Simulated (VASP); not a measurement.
A run of VASP 6.6.1:

File INCAR:

```
SYSTEM = AlH7
PREC = Accurate
ENCUT = 600
EDIFF = 1E-6
ISMEAR = 0
SIGMA = 0.02
LREAL = Auto
LASPH = .TRUE.
NELM = 80
ALGO = Normal
ISIF = 3
LWAVE = .FALSE.
LCHARG = .FALSE.
GGA = PE
IBRION = 2
NSW = 100
EDIFFG = -0.01
```

The input KPOINTS:

```
regular mesh
0
G
  6 6 6
  0 0 0
```

The input POSCAR:

```
AlH7
1.0
    7.4536740512      0.0000000000      0.0000000000
   -3.7268370256      6.4550710799      0.0000000000
    0.0000000000      0.0000000000      4.7811506860
Al H
2 14
Direct
    0.0000000000      0.0000000000      0.0000000000
    0.0000000000      0.0000000000      0.5000000000
    0.3333333333      0.6666666667      0.4218059588
    0.3333333333      0.6666666667      0.5781940412
    0.3333333333      0.6666666667      0.9218059588
    0.3333333333      0.6666666667      0.0781940412
    0.6666666667      0.3333333333      0.9218059588
    0.6666666667      0.3333333333      0.0781940412
    0.6666666667      0.3333333333      0.4218059588
    0.6666666667      0.3333333333      0.5781940412
    0.0000000000      0.8235138252      0.7500000000
    0.8235138252      0.0000000000      0.7500000000
    0.8235138252      0.8235138252      0.2500000000
    0.1764861748      0.1764861748      0.7500000000
    0.0000000000      0.1764861748      0.2500000000
    0.1764861748      0.0000000000      0.2500000000
```

Potentials or basis: VASP PAW PBE potentials, release 64 (Al, H).

Launch:

```console
$ cat potpaw_PBE.64/Al/POTCAR potpaw_PBE.64/H/POTCAR > POTCAR
$ mpirun -np 1 vasp_std > vasp.out
```

Hardware: 1 thread of Intel(R) Xeon(R) 6975P-C (Granite Rapids), on a shared host.

Task: Estimate the wall time of this run.

Result: Run time: 2.3 min on 1 thread of Intel(R) Xeon(R) 6975P-C (Granite Rapids), with other jobs on the host, peak memory 0.4 GiB. Counts: scf iterations 21, k points 28, ion steps 3.
